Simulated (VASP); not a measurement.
# PtSe2 (P-3m1) in VASP: further runs

The runs below take PtSe2 through single point, with r2SCAN.

Everything below comes from runs of VASP 6.6.1. Logs are shortened: lines on timing, memory, paths and dates and some standing lists are left out, and cuts for length are marked.

### 1 The cell of the first run

Symmetry: P-3m1, No. 164, trigonal system. Conventional cell: a = 3.717 Å, b = 3.717 Å, c = 5.822 Å, α = 90.00°, β = 90.00°, γ = 120.00°. Pt (site symmetry -3m) has 6 Se at 2.52 Å within 3.3 Å. Within 3.4 Å of Se (site symmetry 3m) lie 3 Pt at 2.52 Å and 3 Se at 3.39 Å.

### 2 Single point, r2SCAN

File POSCAR:

```
PtSe2
1.0
    3.7174822797      0.0000000000      0.0000000000
   -1.8587411399      3.2194340923      0.0000000000
    0.0000000000      0.0000000000      5.8218530436
Pt Se
1 2
Direct
    0.0000000000      0.0000000000      0.0000000000
    0.6666666667      0.3333333333      0.7747925647
    0.3333333333      0.6666666667      0.2252074353
```

File INCAR.step1:

```
SYSTEM = PtSe2
ALGO     = Normal         ! electronic algorithm
EDIFF    = 1E-4           ! SCF threshold, eV
ENCUT    = 520            ! plane-wave cutoff, eV
GGA      = PE             ! functional
ISMEAR   = 0              ! smearing method
LASPH    = .TRUE.         ! aspherical terms in the spheres
LCHARG   = .FALSE.        ! write CHGCAR
LREAL    = .FALSE.        ! projectors in reciprocal space
LWAVE    = .TRUE.         ! write WAVECAR
NBANDS   = 18             ! bands
NELM     = 60             ! most SCF steps
PREC     = Accurate       ! precision mode
SIGMA    = 0.02           ! smearing width, eV
```

File INCAR.step2:

```
SYSTEM = PtSe2
ALGO     = Normal         ! electronic algorithm
EDIFF    = 1E-6           ! SCF threshold, eV
ENCUT    = 520            ! plane-wave cutoff, eV
ISIF     = 2              ! what is computed and relaxed
ISMEAR   = 0              ! smearing method
ISTART   = 1            
LASPH    = .TRUE.         ! aspherical terms in the spheres
LCHARG   = .TRUE.         ! write CHGCAR
LELF     = .TRUE.         ! ELF
LMIXTAU  = .TRUE.       
LREAL    = .FALSE.        ! projectors in reciprocal space
LVHAR    = .TRUE.       
LWAVE    = .FALSE.        ! write WAVECAR
METAGGA  = R2SCAN         ! meta-GGA
NBANDS   = 18             ! bands
NELM     = 60             ! most SCF steps
PREC     = Accurate       ! precision mode
SIGMA    = 0.02           ! smearing width, eV
```

File KPOINTS:

```
k-points
0
G
  12 12 6
  0 0 0
```

Potentials or basis: VASP PAW PBE potentials, release 64 (Pt, Se).

Run with:

```
$ cat potpaw_PBE.64/Pt/POTCAR potpaw_PBE.64/Se/POTCAR > POTCAR
$ cp INCAR.step1 INCAR
$ mpirun -np 1 vasp_std > vasp.out
$ cp INCAR.step2 INCAR
$ mpirun -np 1 vasp_std > vasp.out
```

OUTCAR:

```text
SYSTEM = PtSe2
   EDIFF = 1E-6
   ENCUT = 520
   ISIF = 2
   ISMEAR = 0
   ISTART = 1
   LASPH = .TRUE.
   LREAL = .FALSE.
   METAGGA = R2SCAN
   NELM = 60
   PREC = Accurate

 ion  position               nearest neighbor table
   1  0.000  0.000  0.000-   2 2.52   3 2.52   3 2.52   2 2.52   2 2.52   3 2.52
   2  0.667  0.333  0.775-   1 2.52   1 2.52   1 2.52
   3  0.333  0.667  0.225-   1 2.52   1 2.52   1 2.52

  LATTYP: Found a hexagonal cell.
 ALAT       =     3.7174822797
 C/A-ratio  =     1.5660741883

  Lattice vectors:

 A1 = (   3.7174822797,   0.0000000000,   0.0000000000)
 A2 = (  -1.8587411399,   3.2194340923,   0.0000000000)
 A3 = (   0.0000000000,   0.0000000000,   5.8218530436)

Analysis of symmetry for initial positions (statically):
=====================================================================
 Subroutine PRICEL returns:
 Original cell was already a primitive cell.

 Routine SETGRP: Setting up the symmetry group for a
 hexagonal supercell.

 Subroutine GETGRP returns: Found 12 space group operations
 (whereof 12 operations were pure point group operations)
 out of a pool of 24 trial point group operations.

The static configuration has the point symmetry D_3d.

Analysis of symmetry for dynamics (positions and initial velocities):
=====================================================================
 Subroutine PRICEL returns:
 Original cell was already a primitive cell.

 Routine SETGRP: Setting up the symmetry group for a
 hexagonal supercell.

 Subroutine GETGRP returns: Found 12 space group operations
 (whereof 12 operations were pure point group operations)
 out of a pool of 24 trial point group operations.

The dynamic configuration has the point symmetry D_3d.

 Subroutine INISYM returns: Found 12 space group operations
 (whereof 12 operations are pure point group operations),
 and found     1 'primitive' translations

----------------------------------------------------------------------------------------

                                     Primitive cell

  volume of cell :      69.6770

  direct lattice vectors                    reciprocal lattice vectors
     3.717482280  0.000000000  0.000000000     0.268999265  0.155306798  0.000000000
    -1.858741140  3.219434092  0.000000000     0.000000000  0.310613596  0.000000000
     0.000000000  0.000000000  5.821853044     0.000000000  0.000000000  0.171766617

  length of vectors
     3.717482280  3.717482280  5.821853044     0.310613596  0.310613596  0.171766617

  position of ions in fractional coordinates (direct lattice)
     0.000000000  0.000000000  0.000000000
     0.666666667  0.333333333  0.774792565
     0.333333333  0.666666667  0.225207435

  ion indices of the primitive-cell ions
   primitive index   ion index
                 1           1
                 2           2
                 3           3

----------------------------------------------------------------------------------------

 KPOINTS: k-points

Automatic generation of k-mesh.
 Grid dimensions read from file:
 generate k-points for:   12   12    6

 Generating k-lattice:

  Cartesian coordinates                     Fractional coordinates (reciprocal lattice)
     0.022416605  0.012942233  0.000000000     0.083333333  0.000000000  0.000000000
     0.000000000  0.025884466  0.000000000     0.000000000  0.083333333  0.000000000
     0.000000000  0.000000000  0.028627769     0.000000000  0.000000000  0.166666667

  Length of vectors
     0.025884466  0.025884466  0.028627769

  Shift w.r.t. Gamma in fractional coordinates (k-lattice)
     0.000000000  0.000000000  0.000000000

 Subroutine IBZKPT returns following result:
 ===========================================

 Found    100 irreducible k-points:

 Following reciprocal coordinates:
            Coordinates               Weight
  0.000000  0.000000  0.000000      1.000000
  0.083333  0.000000  0.000000      6.000000
  0.166667  0.000000  0.000000      6.000000
  0.250000 -0.000000  0.000000      6.000000
  0.333333  0.000000  0.000000      6.000000
  0.416667  0.000000  0.000000      6.000000
[... 16 lines left out ...]
  0.166667  0.000000  0.166667      6.000000
  0.000000  0.166667  0.166667      6.000000
 [... further k-points ...]
   k-points           NKPTS =    100   k-points in BZ     NKDIM =    100   number of bands    NBANDS=     18
   number of dos      NEDOS =    301   number of ions     NIONS =      3
   total plane-waves  NPLWV =  37632
   dimension x,y,z NGX =    28 NGY =   28 NGZ =   48
   dimension x,y,z NGXF=    56 NGYF=   56 NGZF=   96
   ions per type =               1   2
   NGX,Y,Z   is equivalent  to a cutoff of  12.52, 12.52, 13.71 a.u.
   NGXF,Y,Z  is equivalent  to a cutoff of  25.04, 25.04, 27.41 a.u.
 SYSTEM =  PtSe2
   PREC   = accura    normal or accurate (medium, high low for compatibility)
   ISTART =      1    job   : 0-new  1-cont  2-samecut
   ICHARG =      0    charge: 1-file 2-atom 10-const
   ISPIN  =      1    spin polarized calculation?
   LNONCOLLINEAR =      F non collinear calculations
   LSORBIT =      F    spin-orbit coupling
   LASPH  =      T    aspherical Exc in radial PAW
   ENCUT  =  520.0 eV  38.22 Ry    6.18 a.u.   6.91  6.91 10.82*2*pi/ulx,y,z
   NELM   =     60;   NELMIN=  2; NELMDL=  0     # of ELM steps
   EDIFF  = 0.1E-05   stopping-criterion for ELM
   LREAL  =      F    real-space projection
   EDIFFG = 0.1E-04   stopping-criterion for IOM
   NSW    =      0    number of steps for IOM
   IBRION =     -1    ionic relax: 0-MD 1-quasi-New 2-CG
   NFREE  =      0    steps in history (QN), initial steepest desc. (CG)
   ISIF   =      2    stress and relaxation
   ISYM   =      2    0-nonsym 1-usesym 2-fastsym
   POTIM  = 0.5000    time-step for ionic-motion
   TEBEG  =    0.0;   TEEND  =   0.0 temperature during run
   PSTRESS=    0.0 pullay stress
   NELECT =      22.0000    total number of electrons
   NUPDOWN=      -1.0000    fix difference up-down
   EMIN   =  10.00;   EMAX   =-10.00  energy-range for DOS
   EFERMI =   0.00;   METHOD = LEGACY
   ISMEAR =     0;   SIGMA  =   0.02  broadening in eV -4-tet -1-fermi 0-gaus
   EFERMI_NEDOS =   21; number of points for ismear=-14 and -15
   IALGO  =     38    algorithm
   IMIX   =      4    mixing-type and parameters
     AMIX     =   0.40;   BMIX     =  1.00
     AMIX_MAG =   1.60;   BMIX_MAG =  1.00
  volume/ion in A,a.u.               =      23.23       156.73
  Fermi-wavevector in a.u.,A,eV,Ry     =   1.114771  2.106613 16.908169  1.242715
  Thomas-Fermi vector in A             =   2.251370
   LORBIT       =      0    0 simple, 1 ext, 2 COOP (PROOUT), +10 PAW based schemes
   METAGGA = R2SCAN    functional components
   LHFCALC =     F    Hartree Fock is set to
   AEXX    =    0.0000 exact exchange contribution
   IVDW    =     0    specifies the selected vdW correction
   LEPSILON=     F    determine dielectric tensor
   LRPA    =     F    only Hartree local field effects (RPA)
 non-spin polarized calculation
 Gauss-broadening in eV      SIGMA  =   0.02
  energy-cutoff  :      520.00
  volume of cell :       69.68
 maximum number of plane-waves:      1892
   NGX = 13   NGY = 13   NGZ = 21

 number of electron      21.9999997 magnetization

 Free energy of the ion-electron system (eV)
  ---------------------------------------------------
  ext. energy  EPLUGINS =         0.00000000
  ---------------------------------------------------
  free energy    TOTEN  =       -81.49810222 eV

  energy without entropy =      -81.49810222  energy(sigma->0) =      -81.49810222

 E-fermi :   4.4406     XC(G=0): -10.3817

 val. band max:        4.3236974474   @ k =   0.0833   0.0000   0.0000
 cond. band min:       4.8959553371   @ k =   0.0000   0.2500   0.3333
 fundamental gap:      0.5722578897
 Fermi energy:         4.4406486114

 k-point     1 :       0.0000    0.0000    0.0000
  band No.  band energies     occupation
      1     -10.9803      2.00000
      2      -8.8300      2.00000
      3      -2.0489      2.00000
      4      -1.6176      2.00000
      5      -1.6176      2.00000
      6       0.6867      2.00000
[... 10 lines left out ...]
     17      12.6681      0.00000
     18      15.5351      0.00000

 k-point     2 :       0.0833    0.0000    0.0000
  band No.  band energies     occupation
      1     -10.9015      2.00000
      2      -8.8439      2.00000
      3      -1.9619      2.00000
      4      -1.6022      2.00000
      5      -1.5686      2.00000
      6       0.5864      2.00000
[... 10 lines left out ...]
     17      12.9554      0.00000
     18      15.3234      0.00000

 k-point     3 :       0.1667    0.0000    0.0000
  band No.  band energies     occupation
      1     -10.6745      2.00000
      2      -8.8834      2.00000
      3      -1.7336      2.00000
      4      -1.5213      2.00000
      5      -1.4373      2.00000
      6       0.2110      2.00000
[... 10 lines left out ...]
     17      13.6331      0.00000
     18      14.3278      0.00000

 k-point     4 :       0.2500   -0.0000    0.0000
  band No.  band energies     occupation
      1     -10.3300      2.00000
      2      -8.9429      2.00000
      3      -1.5887      2.00000
      4      -1.2748      2.00000
      5      -1.1983      2.00000
      6      -0.4498      2.00000
[... 375 lines left out ...]
      4      -1.5702      2.00000
      5      -1.5579      2.00000
      6       0.5794      2.00000
[... 10 lines left out ...]
     17      13.0341      0.00000
     18      14.6389      0.00000

 k-point    23 :       0.1667    0.0000    0.1667
  band No.  band energies     occupation
      1     -10.6347      2.00000
      2      -8.9584      2.00000
      3      -1.6698      2.00000
      4      -1.4550      2.00000
      5      -1.4270      2.00000
      6       0.2284      2.00000
[... 10 lines left out ...]
     17      13.3932      0.00000
     18      14.1664      0.00000

 k-point    24 :       0.0000    0.1667    0.1667
  band No.  band energies     occupation
      1     -10.6387      2.00000
      2      -8.9489      2.00000
      3      -1.7946      2.00000
      4      -1.4448      2.00000
      5      -1.3364      2.00000
      6       0.1805      2.00000
[... 10 lines left out ...]
     17      13.7138      0.00000
     18      13.8608      0.00000

 [... further k-points ...]
[... 5 lines left out ...]
  --------------------------------------------------------------------------------------
  -------------------------------------------------------------------------------------
  Total        0.0363549      0.0363549      0.0173213     -0.0000000      0.0000000     -0.0000000
  in kB        0.8359559      0.8359559      0.3982917     -0.0000000      0.0000000     -0.0000000
  external PRESSURE =       0.6900679 kB  Pullay stress =       0.0000000 kB

 VOLUME and BASIS-vectors are now :
 -----------------------------------------------------------------------------
  energy-cutoff  :      520.00
  volume of cell :       69.68
      direct lattice vectors                 reciprocal lattice vectors
     3.717482280  0.000000000  0.000000000     0.268999265  0.155306798  0.000000000
    -1.858741140  3.219434092  0.000000000     0.000000000  0.310613596  0.000000000
     0.000000000  0.000000000  5.821853044     0.000000000  0.000000000  0.171766617

 POSITION                                       TOTAL-FORCE (eV/Angst)
 -----------------------------------------------------------------------------------
      0.00000      0.00000      0.00000        -0.000000      0.000000      0.000000
      1.85874      1.07314      4.51073         0.000000      0.000000     -0.009838
     -0.00000      2.14629      1.31112        -0.000000     -0.000000      0.009838
 -----------------------------------------------------------------------------------
    total drift:                                0.000000     -0.000000     -0.000000

  FREE ENERGIE OF THE ION-ELECTRON SYSTEM (eV)
  ---------------------------------------------------
  free  energy   TOTEN  =       -81.4981022235 eV

  energy  without entropy=      -81.4981022235  energy(sigma->0) =      -81.49810222
```

Wall time 4.8 min (1 thread of Intel Xeon Platinum 8559C (Emerald Rapids), shared host); peak memory 0.28 GiB.

What came out:

```
Free energy            : -81.4981 eV
Pressure               : 0.1 GPa
Largest force          : 0.010 eV/Å
Band gap on the k mesh : 0.57 eV (least direct gap 0.94 eV)
```

Forces in eV/Å, atoms in the order of the input:
```
Pt   0.000  0.000  0.000
Se   0.000  0.000 -0.010
Se   0.000  0.000  0.010
```

Levels at points of the mesh, in eV from the valence-band top:
```csv
k point,band 7,band 8,band 9,band 10,band 11,band 12,band 13,band 14,band 15,band 16
"(0.00, 0.00, 0.00)",-3.64,-2.20,-0.61,-0.61,-0.04,2.38,2.38,4.81,5.22,8.34
"(0.50, 0.00, 0.00)",-3.11,-3.01,-2.70,-2.65,-2.60,1.58,2.50,5.00,6.40,8.03
"(0.00, 0.00, 0.50)",-3.64,-2.16,-1.55,-0.74,-0.74,2.64,2.64,5.58,6.64,8.12
"(0.50, 0.00, 0.50)",-3.11,-3.11,-2.77,-2.44,-1.53,2.00,2.11,4.59,5.73,7.53
```

Caveat: the PAW data sets were made with another functional, which shifts forces and pressure a little; spin-orbit coupling is left out, which moves the levels of the heavy elements. A k mesh can miss the band edges.

[end of part 1 of 2]
